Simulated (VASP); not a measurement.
Crystal: RbBr.

```xyz
2
Lattice="0.0000 3.3807 3.3807 3.3807 0.0000 3.3807 3.3807 3.3807 0.0000" Properties=species:S:1:pos:R:3 pbc="T T T"
Rb    0.0000    0.0000    0.0000
Br    3.3807    3.3807    3.3807
```

Base run:

| Item | Value |
| --- | --- |
| Program | VASP 6.6.1 |
| Functional | PBE |
| Potentials or basis | VASP PAW PBE potentials, release 64 (Rb_sv, Br) |
| Cutoff | 520 eV |
| k mesh | 7 × 7 × 7 |
| Occupations | fermi-dirac, width 0.05 eV |
| Spin | no spin polarisation |

Its results: band gap on the k mesh 4.47 eV; pressure 1.8 GPa.

After a change of settings the same cell gave: band gap on the k mesh 5.64 eV; pressure 1.5 GPa. Which change was it?
A. functional from PBE to r2SCAN
B. functional from PBE to HSE06; k mesh from 7 × 7 × 7 to 4 × 4 × 4
C. functional from PBE to LDA; potentials or basis from VASP PAW PBE potentials, release 64 (Rb_sv, Br) to VASP PAW LDA potentials, release 64 (Rb_sv, Br)

B.

Caveats: the PAW data sets were made with another functional, which shifts forces and pressure a little (at least some runs).
